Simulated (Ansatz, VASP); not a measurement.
## Cs3Cu: VASP beside Ansatz

```
CELL_PARAMETERS angstrom
-2.55931 2.55931 5.71690
2.55931 -2.55931 5.71690
2.55931 2.55931 -5.71690
ATOMIC_POSITIONS crystal
Cs 0.50000 0.50000 0.00000
Cs 0.25000 0.75000 0.50000
Cs 0.75000 0.25000 0.50000
Cu 0.00000 0.00000 0.00000
```

Alike in both runs: task single point; functional PBE; k mesh 6 × 6 × 6; occupations gaussian, width 0.1 eV; no spin polarisation.

|  | VASP | Ansatz |
| --- | --- | --- |
| version | VASP 6.6.1 | Ansatz 0.2.0 |
| potentials or method | VASP PAW PBE potentials, release 64 (Cs_sv, Cu), cutoff 520 eV | scalar-relativistic, plane waves, PAW |
| valence electrons in the cell | 38 | 46 |

|  | VASP | Ansatz | Ansatz less VASP |
| --- | --- | --- | --- |
| gap on the k mesh at the Fermi level (eV) | none | none | - |
| pressure (GPa) | 4.6 | 4.4 | -0.17 |
| traceless stress, the component that is largest in VASP (GPa) | -0.51 | -0.49 | +0.012 |

A gap of «none» marks a metal or a gap that the smearing closes. VASP's potentials hold 38 valence electrons a cell and Ansatz's 46, so a difference there can come from the potentials and not from the codes.

Neither program's run includes spin-orbit coupling.
